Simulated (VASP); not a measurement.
Here is a VASP 6.6.1 calculation.

INCAR

```
SYSTEM = ZnSnP2
  PREC = Accurate
  ENCUT = 500
  EDIFF = 1E-6
  ISMEAR = -1
  SIGMA = 0.1
  LREAL = .FALSE.
  LASPH = .TRUE.
  NELM = 120
  ALGO = Normal
  ISIF = 2
  LWAVE = .FALSE.
  LCHARG = .FALSE.
  GGA = PE
  NBANDS = 46
  GGA_COMPAT = .FALSE.
```

KPOINTS

```
Automatic mesh
0
G
  5 5 5
  0 0 0
```

POSCAR

```
ZnSnP2
1.0
    0.0000000000      5.6187630000      0.0000000000
    5.6187630000      0.0000000000      0.0000000000
    2.8093820000      2.8093820000     -5.5364370000
Sn Zn P
2 2 4
Direct
    0.5000000000      0.5000000000      0.0000000000
    0.2500000000      0.7500000000      0.5000000000
    0.0000000000      0.0000000000      0.0000000000
    0.7500000000      0.2500000000      0.5000000000
    0.3750000000      0.3890000000      0.7500000000
    0.6110000000      0.1250000000      0.2500000000
    0.8750000000      0.8610000000      0.7500000000
    0.1390000000      0.6250000000      0.2500000000
```

Potentials or basis: VASP PAW PBE potentials, release 64 (Sn_d, Zn, P).

Command:

```sh
$ cat potpaw_PBE.64/Sn_d/POTCAR potpaw_PBE.64/Zn/POTCAR potpaw_PBE.64/P/POTCAR > POTCAR
$ mpirun -np 1 vasp_std > vasp.out
```

(1) Predict the pressure.

(2) Predict the band gap on the k mesh.

(3) What does it give for the largest force?

Results:

(1) 8.3 GPa.

(2) 1.41 eV.

(3) 2.507 eV/Å.

Caveat: the cell stands under pressure; spin-orbit coupling is left out, which moves the levels of the heavy elements; forces of over 1 eV/Å act on the atoms, so gaps and moduli don't describe the material at rest.
